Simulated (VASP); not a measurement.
# B (Im-3m) in VASP: further runs

Runs on B. Level: RPBE. Tasks: single point, relaxation of cell and atoms.

Program: VASP 6.6.1. These are calculated values, not measurements. Logs are shortened: lines on timing, memory, paths and dates and some standing lists are left out, and cuts for length are marked.

**1. The cell of the first run**

The structure is cubic, space group Im-3m (No. 229). Conventional cell: a = 2.321 Å, b = 2.321 Å, c = 2.321 Å, α = 90.00°, β = 90.00°, γ = 90.00°. Within 2.7 Å of B (site symmetry m-3m) lie 14 B at 2.01 to 2.32 Å.

This isn't the form of B at room conditions, which is rhombohedral.

**2. Single point, RPBE**

INCAR

```
PREC = Accurate
ENCUT = 520
EDIFF = 1E-7
ISMEAR = -1
SIGMA = 0.1
LREAL = F
LASPH = T
NELM = 80
ALGO = Normal
ISIF = 2
LWAVE = F
LCHARG = F
GGA = RP
NBANDS = 8
```

KPOINTS

```
regular mesh
0
Gamma
  18 18 18
```

POSCAR

```
B
1.0
   -1.1607114371      1.1607114371      1.1607114371
    1.1607114371     -1.1607114371      1.1607114371
    1.1607114371      1.1607114371     -1.1607114371
B
1
Direct
    0.0000000000      0.0000000000      0.0000000000
```

Potentials or basis: VASP PAW PBE potentials, release 64 (B).

Run with:

```bash
cat potpaw_PBE.64/B/POTCAR > POTCAR
mpirun -np 1 vasp_std > vasp.out
```

OUTCAR:

```text
PREC = Accurate
   ENCUT = 520
   EDIFF = 1E-7
   ISMEAR = -1
   LREAL = F
   LASPH = T
   NELM = 80
   ISIF = 2
   GGA = RP

 ion  position               nearest neighbor table
   1  0.000  0.000  0.000-

  LATTYP: Found a body centered cubic cell.
 ALAT       =     2.3214228742

  Lattice vectors:

 A1 = (  -1.1607114371,   1.1607114371,   1.1607114371)
 A2 = (   1.1607114371,  -1.1607114371,   1.1607114371)
 A3 = (   1.1607114371,   1.1607114371,  -1.1607114371)

Analysis of symmetry for initial positions (statically):
=====================================================================
 Subroutine PRICEL returns:
 Original cell was already a primitive cell.

 Routine SETGRP: Setting up the symmetry group for a
 body centered cubic supercell.

 Subroutine GETGRP returns: Found 48 space group operations
 (whereof 48 operations were pure point group operations)
 out of a pool of 48 trial point group operations.

The static configuration has the point symmetry O_h .

Analysis of symmetry for dynamics (positions and initial velocities):
=====================================================================
 Subroutine PRICEL returns:
 Original cell was already a primitive cell.

 Routine SETGRP: Setting up the symmetry group for a
 body centered cubic supercell.

 Subroutine GETGRP returns: Found 48 space group operations
 (whereof 48 operations were pure point group operations)
 out of a pool of 48 trial point group operations.

The dynamic configuration has the point symmetry O_h .

 Subroutine INISYM returns: Found 48 space group operations
 (whereof 48 operations are pure point group operations),
 and found     1 'primitive' translations

----------------------------------------------------------------------------------------

                                     Primitive cell

  volume of cell :       6.2551

  direct lattice vectors                    reciprocal lattice vectors
    -1.160711437  1.160711437  1.160711437     0.000000000  0.430770288  0.430770288
     1.160711437 -1.160711437  1.160711437     0.430770288  0.000000000  0.430770288
     1.160711437  1.160711437 -1.160711437     0.430770288  0.430770288  0.000000000

  length of vectors
     2.010411182  2.010411182  2.010411182     0.609201184  0.609201184  0.609201184

  position of ions in fractional coordinates (direct lattice)
     0.000000000  0.000000000  0.000000000

  ion indices of the primitive-cell ions
   primitive index   ion index
                 1           1

----------------------------------------------------------------------------------------

 KPOINTS: regular mesh

Automatic generation of k-mesh.
 Grid dimensions read from file:
 generate k-points for:   18   18   18

 Generating k-lattice:

  Cartesian coordinates                     Fractional coordinates (reciprocal lattice)
     0.000000000  0.023931683  0.023931683     0.055555556  0.000000000  0.000000000
     0.023931683  0.000000000  0.023931683     0.000000000  0.055555556  0.000000000
     0.023931683  0.023931683  0.000000000     0.000000000  0.000000000  0.055555556

  Length of vectors
     0.033844510  0.033844510  0.033844510

  Shift w.r.t. Gamma in fractional coordinates (k-lattice)
     0.000000000  0.000000000  0.000000000

 Subroutine IBZKPT returns following result:
 ===========================================

 Found    195 irreducible k-points:

 Following reciprocal coordinates:
            Coordinates               Weight
  0.000000  0.000000  0.000000      1.000000
  0.055556  0.000000  0.000000     12.000000
  0.111111  0.000000  0.000000     12.000000
  0.166667  0.000000  0.000000     12.000000
  0.222222  0.000000  0.000000     12.000000
  0.277778  0.000000  0.000000     12.000000
[... 16 lines left out ...]
  0.333333  0.111111  0.000000     48.000000
  0.388889  0.111111  0.000000     48.000000
 [... further k-points ...]
   k-points           NKPTS =    195   k-points in BZ     NKDIM =    195   number of bands    NBANDS=      8
   number of dos      NEDOS =    301   number of ions     NIONS =      1
   total plane-waves  NPLWV =   4096
   dimension x,y,z NGX =    16 NGY =   16 NGZ =   16
   dimension x,y,z NGXF=    32 NGYF=   32 NGZF=   32
   ions per type =               1
   NGX,Y,Z   is equivalent  to a cutoff of  13.23, 13.23, 13.23 a.u.
   NGXF,Y,Z  is equivalent  to a cutoff of  26.46, 26.46, 26.46 a.u.
 SYSTEM =  unknown system
   PREC   = accura    normal or accurate (medium, high low for compatibility)
   ISTART =      0    job   : 0-new  1-cont  2-samecut
   ICHARG =      2    charge: 1-file 2-atom 10-const
   ISPIN  =      1    spin polarized calculation?
   LNONCOLLINEAR =      F non collinear calculations
   LSORBIT =      F    spin-orbit coupling
   LASPH  =      T    aspherical Exc in radial PAW
   ENCUT  =  520.0 eV  38.22 Ry    6.18 a.u.   3.74  3.74  3.74*2*pi/ulx,y,z
   NELM   =     80;   NELMIN=  2; NELMDL= -5     # of ELM steps
   EDIFF  = 0.1E-06   stopping-criterion for ELM
   LREAL  =      F    real-space projection
   EDIFFG = 0.1E-05   stopping-criterion for IOM
   NSW    =      0    number of steps for IOM
   IBRION =     -1    ionic relax: 0-MD 1-quasi-New 2-CG
   NFREE  =      0    steps in history (QN), initial steepest desc. (CG)
   ISIF   =      2    stress and relaxation
   ISYM   =      2    0-nonsym 1-usesym 2-fastsym
   POTIM  = 0.5000    time-step for ionic-motion
   TEBEG  =    0.0;   TEEND  =   0.0 temperature during run
   PSTRESS=    0.0 pullay stress
   NELECT =       3.0000    total number of electrons
   NUPDOWN=      -1.0000    fix difference up-down
   EMIN   =  10.00;   EMAX   =-10.00  energy-range for DOS
   EFERMI =   0.00;   METHOD = LEGACY
   ISMEAR =    -1;   SIGMA  =   0.10  broadening in eV -4-tet -1-fermi 0-gaus
   EFERMI_NEDOS =   21; number of points for ismear=-14 and -15
   IALGO  =     38    algorithm
   IMIX   =      4    mixing-type and parameters
     AMIX     =   0.40;   BMIX     =  1.00
     AMIX_MAG =   1.60;   BMIX_MAG =  1.00
  volume/ion in A,a.u.               =       6.26        42.21
  Fermi-wavevector in a.u.,A,eV,Ry     =   1.281458  2.421604 22.342592  1.642134
  Thomas-Fermi vector in A             =   2.413827
   LORBIT       =      0    0 simple, 1 ext, 2 COOP (PROOUT), +10 PAW based schemes
   GGA     = RP    functional components
   LHFCALC =     F    Hartree Fock is set to
   AEXX    =    0.0000 exact exchange contribution
   IVDW    =     0    specifies the selected vdW correction
   LEPSILON=     F    determine dielectric tensor
   LRPA    =     F    only Hartree local field effects (RPA)
 non-spin polarized calculation
  energy-cutoff  :      520.00
  volume of cell :        6.26
 maximum number of plane-waves:       178
   NGX =  7   NGY =  7   NGZ =  7

 number of electron       3.0000000 magnetization

 Free energy of the ion-electron system (eV)
  ---------------------------------------------------
  ext. energy  EPLUGINS =         0.00000000
  ---------------------------------------------------
  free energy    TOTEN  =        -4.71039290 eV

  energy without entropy =       -4.70233741  energy(sigma->0) =       -4.70636515

 E-fermi :   9.8802     XC(G=0): -12.7840

 val. band max:        9.8287103871   @ k =  -0.2778   0.5000   0.0556
 cond. band min:       9.9145298200   @ k =   0.3333   0.3333   0.0000
 fundamental gap:      0.0858194329
 Fermi energy:         9.8802449264

 k-point     1 :       0.0000    0.0000    0.0000
  band No.  band energies     occupation
      1      -8.6181      2.00000
      2      25.3430      0.00000
      3      25.3430      0.00000
      4      25.3430      0.00000
      5      43.2205      0.00000
      6      43.2205      0.00000
      7      43.2205      0.00000
      8      47.0343      0.00000

 k-point     2 :       0.0556    0.0000    0.0000
  band No.  band energies     occupation
      1      -8.4791      2.00000
      2      24.8813      0.00000
      3      24.9986      0.00000
      4      25.2581      0.00000
      5      41.8917      0.00000
      6      41.9707      0.00000
      7      43.8899      0.00000
      8      45.4484      0.00000

 k-point     3 :       0.1111    0.0000    0.0000
  band No.  band energies     occupation
      1      -8.0621      2.00000
      2      23.4827      0.00000
      3      24.1079      0.00000
      4      25.0105      0.00000
      5      39.1785      0.00000
      6      39.8265      0.00000
      7      44.6522      0.00000
      8      45.7559      0.00000

 k-point     4 :       0.1667    0.0000    0.0000
  band No.  band energies     occupation
      1      -7.3679      2.00000
      2      21.2125      0.00000
      3      22.9506      0.00000
      4      24.6237      0.00000
      5      37.1400      0.00000
      6      37.7589      0.00000
      7      44.0650      0.00000
      8      47.2313      0.00000

 k-point     5 :       0.2222    0.0000    0.0000
  band No.  band energies     occupation
      1      -6.3984      2.00000
      2      18.3359      0.00000
      3      21.7571      0.00000
      4      24.1440      0.00000
      5      35.9399      0.00000
      6      35.9511      0.00000
      7      44.0672      0.00000
      8      49.0019      0.00000
[... 177 lines left out ...]
 k-point    22 :       0.2778    0.1111    0.0000
  band No.  band energies     occupation
      1      -3.2430      2.00000
      2      12.3466      0.00000
      3      18.0278      0.00000
      4      21.7896      0.00000
      5      35.1744      0.00000
      6      35.9130      0.00000
      7      45.5423      0.00000
      8      52.2196      0.00000

 k-point    23 :       0.3333    0.1111    0.0000
  band No.  band energies     occupation
      1      -1.5217      2.00000
      2       9.3840      1.98610
      3      17.3797      0.00000
      4      21.3070      0.00000
      5      34.6982      0.00000
      6      36.1150      0.00000
      7      46.5689      0.00000
      8      50.9810      0.00000

 k-point    24 :       0.3889    0.1111    0.0000
  band No.  band energies     occupation
      1       0.2803      2.00000
      2       6.8108      2.00000
      3      16.9852      0.00000
      4      21.0015      0.00000
      5      34.3905      0.00000
      6      36.3276      0.00000
      7      47.6860      0.00000
      8      49.8282      0.00000

 [... further k-points ...]

------------------------ aborting loop because EDIFF is reached ----------------------------------------

  FORCE on cell =-STRESS in cart. coord.  units (eV):
  Direction    XX          YY          ZZ          XY          YZ          ZX
  --------------------------------------------------------------------------------------
  -------------------------------------------------------------------------------------
  Total       -0.0126090     -0.0126090     -0.0126090      0.0000000      0.0000000     -0.0000000
  in kB       -3.2296652     -3.2296652     -3.2296652      0.0000000      0.0000000     -0.0000000
  external PRESSURE =      -3.2296652 kB  Pullay stress =       0.0000000 kB

 VOLUME and BASIS-vectors are now :
 -----------------------------------------------------------------------------
  energy-cutoff  :      520.00
  volume of cell :        6.26
      direct lattice vectors                 reciprocal lattice vectors
    -1.160711437  1.160711437  1.160711437     0.000000000  0.430770288  0.430770288
     1.160711437 -1.160711437  1.160711437     0.430770288  0.000000000  0.430770288
     1.160711437  1.160711437 -1.160711437     0.430770288  0.430770288  0.000000000

 POSITION                                       TOTAL-FORCE (eV/Angst)
 -----------------------------------------------------------------------------------
      0.00000      0.00000      0.00000         0.000000     -0.000000     -0.000000
 -----------------------------------------------------------------------------------
    total drift:                               -0.000000      0.000000     -0.000000

  FREE ENERGIE OF THE ION-ELECTRON SYSTEM (eV)
  ---------------------------------------------------
  free  energy   TOTEN  =        -4.7103929001 eV

  energy  without entropy=       -4.7023374068  energy(sigma->0) =       -4.70636515
```

Wall time 6.8 s (1 thread of Intel Xeon 8259CL, shared host); peak memory 0.11 GiB.

What came out:

| Property | Result |
| --- | --- |
| Free energy | -4.7104 eV |
| Pressure | -0.3 GPa |
| Band gap on the k mesh | zero (an odd number of electrons rules out a gap without spin polarisation) |

Levels at points of the mesh, in eV from the Fermi level:
```tsv
k point	band 1	band 2	band 3	band 4	band 5	band 6
(0.00, 0.00, 0.00)	-18.50	15.46	15.46	15.46	33.34	33.34
(0.50, 0.00, 0.00)	-9.01	-4.66	8.68	12.57	21.88	25.30
(0.50, 0.50, 0.50)	0.45	0.45	0.45	10.09	10.09	11.03
```

Caveat: the PAW data sets were made with another functional, which shifts forces and pressure a little.

**3. Relaxation of cell and atoms, RPBE**

This run uses another cell than the first one, of 6.55 Å³/atom.

INCAR

```
ALGO     = Normal         # electronic algorithm
EDIFF    = 1E-7           # SCF threshold, eV
EDIFFG   = -0.01          # ionic threshold
ENCUT    = 600            # plane-wave cutoff, eV
GGA      = RP             # functional
IBRION   = 2              # ionic algorithm
ISIF     = 3              # what is computed and relaxed
ISMEAR   = -1             # smearing method
LASPH    = True           # aspherical terms in the spheres
LCHARG   = False          # write CHGCAR
LREAL    = False          # projectors in reciprocal space
LWAVE    = False          # write WAVECAR
NELM     = 100            # most SCF steps
NSW      = 80             # ionic steps
PREC     = Accurate       # precision mode
SIGMA    = 0.1            # smearing width, eV
```

KPOINTS

```
k-points
0
Gamma
  18 18 18
```

POSCAR

```
B
1.0
   -1.1789190289      1.1789190289      1.1789190289
    1.1789190289     -1.1789190289      1.1789190289
    1.1789190289      1.1789190289     -1.1789190289
B
1
Direct
    0.0000000000      0.0000000000      0.0000000000
```

Potentials or basis: VASP PAW PBE potentials, release 64 (B).

Run with:

```bash
cat potpaw_PBE.64/B/POTCAR > POTCAR
mpirun -np 1 vasp_std > vasp.out
```

It took 8.3 s on 1 thread of Intel Xeon 8259CL, shared host; peak memory 0.11 GiB.

It converged, with:

```
Free energy                           : -4.7119 eV
Relaxed volume                        : 6.24 Å³/atom
Relaxed cell                          : a = 2.009 Å, b = 2.009 Å, c = 2.009 Å, α = 109.47°, β = 109.47°, γ = 109.47°
Space group after relaxing (to 0.1 Å) : Im-3m (No. 229)
Energy gained by relaxing             : 9.4 meV/atom
Ionic steps                           : 3
Pressure after relaxing               : 0.0 GPa
Band gap on the k mesh                : zero (an odd number of electrons rules out a gap without spin polarisation)
```

The path:
```csv
step,energy change (eV),largest force (eV/Å),pressure (GPa),volume (Å³)
1,0.0000,0.0000,-9.24,6.55
2,-0.0092,0.0000,1.48,6.20
3,-0.0094,0.0000,0.01,6.24
```

Final structure:
```
CELL_PARAMETERS angstrom
-1.16002 1.16002 1.16002
1.16002 -1.16002 1.16002
1.16002 1.16002 -1.16002
ATOMIC_POSITIONS crystal
B 0.00000 0.00000 0.00000
```

Levels at points of the mesh, in eV from the Fermi level:
```
           k point  band 1  band 2  band 3  band 4  band 5
(0.00, 0.00, 0.00)  -18.52   15.49   15.49   15.49   33.37
(0.50, 0.00, 0.00)   -9.03   -4.66    8.69   12.59   21.90
(0.50, 0.50, 0.50)    0.44    0.44    0.44   10.09   10.09
```

Caveat: the PAW data sets were made with another functional, which shifts forces and pressure a little.
